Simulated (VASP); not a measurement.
Input of a VASP 6.6.1 run:

The input INCAR:

```
SYSTEM = Pt
PREC = Accurate
ENCUT = 520
EDIFF = 1E-6
ISMEAR = 1
SIGMA = 0.1
LREAL = .False.
LASPH = .True.
NELM = 60
ALGO = Fast
ISIF = 2
LWAVE = .False.
LCHARG = .False.
GGA = CA
NBANDS = 22
```

File KPOINTS:

```
regular mesh
0
Gamma
  18 18 8
  0 0 0
```

The input POSCAR:

```
Pt
1.0
    2.7802452691      0.0000000000      0.0000000000
   -1.3901226346      2.4077630318      0.0000000000
    0.0000000000      0.0000000000      6.6843989049
Pt
3
Direct
    0.0000000000      0.0000000000      0.0000000000
    0.3333333333      0.6666666667      0.3333333333
    0.6666666667      0.3333333333      0.6666666667
```

Potentials or basis: VASP PAW LDA potentials, release 64 (Pt).

The run is started by

```sh
$ cat potpaw_LDA.64/Pt/POTCAR > POTCAR
$ mpirun -np 1 vasp_std > vasp.out
```

Q: Estimate the band gap on the k mesh.

A: Zero (bands 15 and 16 overlap by 2.04 eV).

Q: What does it give for the pressure?

A: -2.3 GPa.

Stress tensor (GPa, compression positive):
```
-3.17  0.00  0.00
 0.00 -3.17  0.00
 0.00  0.00 -0.55
```

Caveat: spin-orbit coupling is left out, which moves the levels of the heavy elements.
